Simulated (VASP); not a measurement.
# Sb (C2/m) in VASP: notebook

Runs on Sb. Level: PBEsol. Tasks: electric field gradients.

Everything below comes from runs of VASP 6.6.1. Logs are shortened: lines on timing, memory, paths and dates and some standing lists are left out, and cuts for length are marked.

## 1. The cell of the first run

Symmetry: C2/m, No. 12, monoclinic system. The conventional cell has a = 4.215 Å, b = 4.299 Å, c = 3.209 Å, α = 90.00°, β = 129.40°, γ = 90.00°. Within 4.0 Å of Sb (site symmetry 2/m) lie 12 Sb at 3.01 to 3.30 Å.

## 2. Electric field gradients, PBEsol (equal xy, yz and zx shear strains of -2 %)

The input, INCAR:

```
ALGO     = Normal         # electronic algorithm
EDIFF    = 1E-8           # SCF threshold, eV
ENCUT    = 520            # plane-wave cutoff, eV
GGA      = PS             # functional
ISIF     = 2              # what is computed and relaxed
ISMEAR   = -1             # smearing method
LASPH    = True           # aspherical terms in the spheres
LCHARG   = False          # write CHGCAR
LEFG     = True         
LREAL    = False          # projectors in reciprocal space
LWAVE    = False          # write WAVECAR
NBANDS   = 8              # bands
NELM     = 60             # most SCF steps
PREC     = Accurate       # precision mode
SIGMA    = 0.05           # smearing width, eV
```

The input, KPOINTS:

```
k-points
0
Gamma
  19 19 19
```

The input, POSCAR:

```
Sb
1.0
   -1.5448500000      1.4952500000      2.4800000000
    1.4952500000     -1.5448500000      2.4800000000
    1.5147500000      1.5147500000     -2.5101000000
Sb
1
Direct
    0.0000000000      0.0000000000      0.0000000000
```

Potentials or basis: VASP PAW PBE potentials, release 64 (Sb).

On the command line:

```
> cat potpaw_PBE.64/Sb/POTCAR > POTCAR
> mpirun -np 1 vasp_std > vasp.out
```

OUTCAR:

```text
EDIFF = 1E-8
   ENCUT = 520
   GGA = PS
   ISIF = 2
   ISMEAR = -1
   LASPH = True
   LREAL = False
   NELM = 60
   PREC = Accurate

 ion  position               nearest neighbor table
   1  0.000  0.000  0.000-

  Warning from LATTYP: Got some problem with cell dimensions!
  Tried to take original basis but could not verify dimensions!
  LATTYP: Found a base centered monoclinic cell.
 ALAT       =     4.2146449506
 B/A-ratio  =     1.0200979445
 C/A-ratio  =     0.7613061395
 COS(beta)  =    -0.6347965282

  Lattice vectors:

 A1 = (  -3.0100000000,   0.0301000000,   0.0301000000)
 A2 = (   0.0301000000,  -3.0100000000,   0.0301000000)
 A3 = (   1.4651500000,   1.4651500000,   2.4499000000)

Analysis of symmetry for initial positions (statically):
=====================================================================
 Subroutine PRICEL returns:
 Original cell was already a primitive cell.

 Routine SETGRP: Setting up the symmetry group for a
 base centered monoclinic supercell.

 Subroutine GETGRP returns: Found  4 space group operations
 (whereof  4 operations were pure point group operations)
 out of a pool of  4 trial point group operations.

The static configuration has the point symmetry C_2h.

Analysis of symmetry for dynamics (positions and initial velocities):
=====================================================================
 Subroutine PRICEL returns:
 Original cell was already a primitive cell.

 Routine SETGRP: Setting up the symmetry group for a
 base centered monoclinic supercell.

 Subroutine GETGRP returns: Found  4 space group operations
 (whereof  4 operations were pure point group operations)
 out of a pool of  4 trial point group operations.

The dynamic configuration has the point symmetry C_2h.

 Subroutine INISYM returns: Found  4 space group operations
 (whereof  4 operations are pure point group operations),
 and found     1 'primitive' translations

----------------------------------------------------------------------------------------

                                     Primitive cell

  volume of cell :      22.4623

  direct lattice vectors                    reciprocal lattice vectors
    -1.544850000  1.495250000  2.480000000     0.005393401  0.334329949  0.205010137
     1.495250000 -1.544850000  2.480000000     0.334329949  0.005393401  0.205010137
     1.514750000  1.514750000 -2.510100000     0.335649539  0.335649539  0.006712991

  length of vectors
     3.282184347  3.282184347  3.299929868     0.392217745  0.392217745  0.474727596

  position of ions in fractional coordinates (direct lattice)
     0.000000000  0.000000000  0.000000000

  ion indices of the primitive-cell ions
   primitive index   ion index
                 1           1

----------------------------------------------------------------------------------------

 KPOINTS: k-points

Automatic generation of k-mesh.
 Grid dimensions read from file:
 generate k-points for:   19   19   19

 Generating k-lattice:

  Cartesian coordinates                     Fractional coordinates (reciprocal lattice)
     0.000283863  0.017596313  0.010790007     0.052631579 -0.000000000  0.000000000
     0.017596313  0.000283863  0.010790007    -0.000000000  0.052631579  0.000000000
     0.017665765  0.017665765  0.000353315    -0.000000000 -0.000000000  0.052631579

  Length of vectors
     0.020643039  0.020643039  0.024985663

  Shift w.r.t. Gamma in fractional coordinates (k-lattice)
     0.000000000  0.000000000  0.000000000

 Subroutine IBZKPT returns following result:
 ===========================================

 Found   1810 irreducible k-points:

 Following reciprocal coordinates:
            Coordinates               Weight
  0.000000  0.000000  0.000000      1.000000
  0.052632  0.000000 -0.000000      4.000000
  0.105263  0.000000 -0.000000      4.000000
  0.157895  0.000000  0.000000      4.000000
  0.210526  0.000000 -0.000000      4.000000
  0.263158  0.000000  0.000000      4.000000
[... 16 lines left out ...]
 -0.315789  0.052632  0.000000      4.000000
 -0.263158  0.052632  0.000000      4.000000
 [... further k-points ...]
   k-points           NKPTS =   1810   k-points in BZ     NKDIM =   1810   number of bands    NBANDS=      8
   number of dos      NEDOS =    301   number of ions     NIONS =      1
   total plane-waves  NPLWV =  16128
   dimension x,y,z NGX =    24 NGY =   24 NGZ =   28
   dimension x,y,z NGXF=    48 NGYF=   48 NGZF=   56
   ions per type =               1
   NGX,Y,Z   is equivalent  to a cutoff of  12.16, 12.16, 14.11 a.u.
   NGXF,Y,Z  is equivalent  to a cutoff of  24.31, 24.31, 28.21 a.u.
 SYSTEM =  unknown system
   PREC   = accura    normal or accurate (medium, high low for compatibility)
   ISTART =      0    job   : 0-new  1-cont  2-samecut
   ICHARG =      2    charge: 1-file 2-atom 10-const
   ISPIN  =      1    spin polarized calculation?
   LNONCOLLINEAR =      F non collinear calculations
   LSORBIT =      F    spin-orbit coupling
   LASPH  =      T    aspherical Exc in radial PAW
   ENCUT  =  520.0 eV  38.22 Ry    6.18 a.u.   6.10  6.10  6.14*2*pi/ulx,y,z
   NELM   =     60;   NELMIN=  2; NELMDL= -5     # of ELM steps
   EDIFF  = 0.1E-07   stopping-criterion for ELM
   LREAL  =      F    real-space projection
   EDIFFG = 0.1E-06   stopping-criterion for IOM
   NSW    =      0    number of steps for IOM
   IBRION =     -1    ionic relax: 0-MD 1-quasi-New 2-CG
   NFREE  =      0    steps in history (QN), initial steepest desc. (CG)
   ISIF   =      2    stress and relaxation
   ISYM   =      2    0-nonsym 1-usesym 2-fastsym
   POTIM  = 0.5000    time-step for ionic-motion
   TEBEG  =    0.0;   TEEND  =   0.0 temperature during run
   PSTRESS=    0.0 pullay stress
   NELECT =       5.0000    total number of electrons
   NUPDOWN=      -1.0000    fix difference up-down
   EMIN   =  10.00;   EMAX   =-10.00  energy-range for DOS
   EFERMI =   0.00;   METHOD = LEGACY
   ISMEAR =    -1;   SIGMA  =   0.05  broadening in eV -4-tet -1-fermi 0-gaus
   EFERMI_NEDOS =   21; number of points for ismear=-14 and -15
   IALGO  =     38    algorithm
   IMIX   =      4    mixing-type and parameters
     AMIX     =   0.40;   BMIX     =  1.00
     AMIX_MAG =   1.60;   BMIX_MAG =  1.00
  volume/ion in A,a.u.               =      22.46       151.58
  Fermi-wavevector in a.u.,A,eV,Ry     =   0.992157  1.874905 13.393238  0.984375
  Thomas-Fermi vector in A             =   2.123949
   LORBIT       =      0    0 simple, 1 ext, 2 COOP (PROOUT), +10 PAW based schemes
   GGA     = PS    functional components
   LHFCALC =     F    Hartree Fock is set to
   AEXX    =    0.0000 exact exchange contribution
   IVDW    =     0    specifies the selected vdW correction
   LEPSILON=     F    determine dielectric tensor
   LRPA    =     F    only Hartree local field effects (RPA)
 non-spin polarized calculation
  energy-cutoff  :      520.00
  volume of cell :       22.46
 maximum number of plane-waves:       626
   NGX = 13   NGY = 13   NGZ = 13

 number of electron       5.0000000 magnetization

 Free energy of the ion-electron system (eV)
  ---------------------------------------------------
  ext. energy  EPLUGINS =         0.00000000
  ---------------------------------------------------
  free energy    TOTEN  =        -4.15332862 eV

  energy without entropy =       -4.14818915  energy(sigma->0) =       -4.15075888

 E-fermi :  10.9814     XC(G=0): -11.1297

 val. band max:       10.9811175296   @ k =   0.0526   0.0526   0.4737
 cond. band min:      10.9830413738   @ k =  -0.2632  -0.3684   0.2105
 fundamental gap:      0.0019238442
 Fermi energy:        10.9813745839

 k-point     1 :       0.0000    0.0000    0.0000
  band No.  band energies     occupation
      1      -3.5840      2.00000
      2      17.2741      0.00000
      3      17.7134      0.00000
      4      17.8602      0.00000
      5      21.0332      0.00000
      6      21.4628      0.00000
      7      22.0370      0.00000
      8      22.2847      0.00000

 k-point     2 :       0.0526    0.0000   -0.0000
  band No.  band energies     occupation
      1      -3.5172      2.00000
      2      17.0957      0.00000
      3      17.1297      0.00000
      4      17.6957      0.00000
      5      20.7183      0.00000
      6      21.3095      0.00000
      7      22.2368      0.00000
      8      22.4623      0.00000

 k-point     3 :       0.1053    0.0000   -0.0000
  band No.  band energies     occupation
      1      -3.3169      2.00000
      2      15.5800      0.00000
      3      16.6117      0.00000
      4      17.5440      0.00000
      5      20.1515      0.00000
      6      21.2856      0.00000
      7      22.3583      0.00000
      8      22.7530      0.00000

 k-point     4 :       0.1579    0.0000    0.0000
  band No.  band energies     occupation
      1      -2.9834      2.00000
      2      13.7278      0.00000
      3      15.9825      0.00000
      4      17.3914      0.00000
      5      19.6618      0.00000
      6      20.9362      0.00000
      7      22.9371      0.00000
      8      23.4692      0.00000

 k-point     5 :       0.2105    0.0000   -0.0000
  band No.  band energies     occupation
      1      -2.5172      2.00000
      2      11.8277      0.00000
      3      15.3361      0.00000
      4      17.2552      0.00000
      5      19.1865      0.00000
      6      20.6951      0.00000
      7      23.5753      0.00000
      8      24.2550      0.00000
[... 177 lines left out ...]
 k-point    22 :      -0.3684    0.0526    0.0000
  band No.  band energies     occupation
      1      -0.5593      2.00000
      2       7.1114      2.00000
      3      13.6685      0.00000
      4      16.6868      0.00000
      5      18.4654      0.00000
      6      20.5970      0.00000
      7      22.2421      0.00000
      8      24.1444      0.00000

 k-point    23 :      -0.3158    0.0526    0.0000
  band No.  band energies     occupation
      1      -1.3636      2.00000
      2       8.7756      2.00000
      3      14.0617      0.00000
      4      16.7648      0.00000
      5      18.7953      0.00000
      6      20.9896      0.00000
      7      22.3052      0.00000
      8      24.6070      0.00000

 k-point    24 :      -0.2632    0.0526    0.0000
  band No.  band energies     occupation
      1      -2.0498      2.00000
      2      10.5576      1.99958
      3      14.5591      0.00000
      4      16.8658      0.00000
      5      19.1897      0.00000
      6      21.3272      0.00000
      7      22.6271      0.00000
      8      23.9577      0.00000

 [... further k-points ...]

------------------------ aborting loop because EDIFF is reached ----------------------------------------

  FORCE on cell =-STRESS in cart. coord.  units (eV):
  Direction    XX          YY          ZZ          XY          YZ          ZX
  --------------------------------------------------------------------------------------
  -------------------------------------------------------------------------------------
  Total        2.2315045      2.2315045      2.0328506     -0.0636361      0.0211192      0.0211192
  in kB      159.1676656    159.1676656    144.9981816     -4.5390075      1.5063796      1.5063783
  external PRESSURE =     154.4445043 kB  Pullay stress =       0.0000000 kB

 VOLUME and BASIS-vectors are now :
 -----------------------------------------------------------------------------
  energy-cutoff  :      520.00
  volume of cell :       22.46
      direct lattice vectors                 reciprocal lattice vectors
    -1.544850000  1.495250000  2.480000000     0.005393401  0.334329949  0.205010137
     1.495250000 -1.544850000  2.480000000     0.334329949  0.005393401  0.205010137
     1.514750000  1.514750000 -2.510100000     0.335649539  0.335649539  0.006712991

 POSITION                                       TOTAL-FORCE (eV/Angst)
 -----------------------------------------------------------------------------------
      0.00000      0.00000      0.00000         0.000000     -0.000000     -0.000000
 -----------------------------------------------------------------------------------
    total drift:                                0.000000      0.000000     -0.000000

  FREE ENERGIE OF THE ION-ELECTRON SYSTEM (eV)
  ---------------------------------------------------
  free  energy   TOTEN  =        -4.1533286210 eV

  energy  without entropy=       -4.1481891473  energy(sigma->0) =       -4.15075888

 Electric field gradients (V/A^2)
---------------------------------------------------------------------
 ion       V_xx      V_yy      V_zz      V_xy      V_xz      V_yz
---------------------------------------------------------------------
   1     -15.940   -15.940    31.880    -1.419     6.351     6.351
---------------------------------------------------------------------

 Electric field gradients after diagonalization (V/A^2)
 (convention: |V_zz| > |V_xx| > |V_yy|)
----------------------------------------------------------------------
 ion       V_xx      V_yy      V_zz     asymmetry (V_yy - V_xx)/ V_zz
----------------------------------------------------------------------
   1     -18.946   -14.521    33.467       0.132
----------------------------------------------------------------------

           NMR quadrupolar parameters

 Cq : quadrupolar parameter    Cq=e*Q*V_zz/h
 eta: asymmetry parameters     (V_yy - V_xx)/ V_zz
 Q  : nuclear electric quadrupole moment in mb (millibarn)
----------------------------------------------------------------------
 ion       Cq(MHz)       eta       Q (mb)
----------------------------------------------------------------------
   1       0.081       0.132       1.000
----------------------------------------------------------------------
```

Wall time 1.8 min (1 thread of Intel Xeon 6975P-C (Granite Rapids), shared host); peak memory 0.42 GiB.

Results:

```
Free energy                             : -4.1533 eV
Pressure                                : 15.4 GPa
Band gap on the k mesh                  : zero (an odd number of electrons rules out a gap without spin polarisation)
Largest electric field gradient by atom : Sb +33.5 V/Å²
```

Levels at points of the mesh, in eV from the Fermi level:
```
           k point  band 1  band 2  band 3  band 4  band 5  band 6
(0.00, 0.00, 0.00)  -14.57    6.29    6.73    6.88   10.05   10.48
```

Electric field gradients, principal values (V/Å²):
```csv
atom,least,middle,greatest (by size)
1 Sb,-14.521,-18.946,33.467
```

Caveat: the cell differs from its parent crystal (equal xy, yz and zx shear strains of -2 %); the cell stands under pressure; without QUAD_EFG the Cq values of the log hold for a quadrupole moment of 1 mb, not for the nuclei; the PAW data sets were made with another functional, which shifts forces and pressure a little; spin-orbit coupling is left out, which moves the levels of the heavy elements.

[end of part 1 of 2]
